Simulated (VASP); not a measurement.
A run of VASP 6.6.1 is set up as follows.

File INCAR:

```
SYSTEM = Zn
PREC = Accurate
ENCUT = 520
EDIFF = 1E-7
ISMEAR = -1
SIGMA = 0.1
LREAL = .FALSE.
LASPH = .TRUE.
NELM = 60
ALGO = Normal
ISIF = 2
LWAVE = .FALSE.
LCHARG = .FALSE.
GGA = PE
NBANDS = 12
```

Contents of KPOINTS:

```
regular mesh
0
G
  15 15 15
  0 0 0
```

The input POSCAR:

```
Zn
1.0
    0.0000000000      2.0413693298      2.0413693298
    2.0413693298      0.0000000000      2.0413693298
    2.0413693298      2.0413693298      0.0000000000
Zn
1
Direct
    0.0000000000      0.0000000000      0.0000000000
```

Potentials or basis: VASP PAW PBE potentials, release 64 (Zn).

Command:

```bash
$ cat potpaw_PBE.64/Zn/POTCAR > POTCAR
$ mpirun -np 1 vasp_std > vasp.out
```

(1) Predict the pressure.

(2) What does it give for the band gap on the k mesh?

## Answers

(1) -5.6 GPa.

(2) zero (band 6 reaches 3.93 eV, above the bottom of band 7 at 0.95 eV).
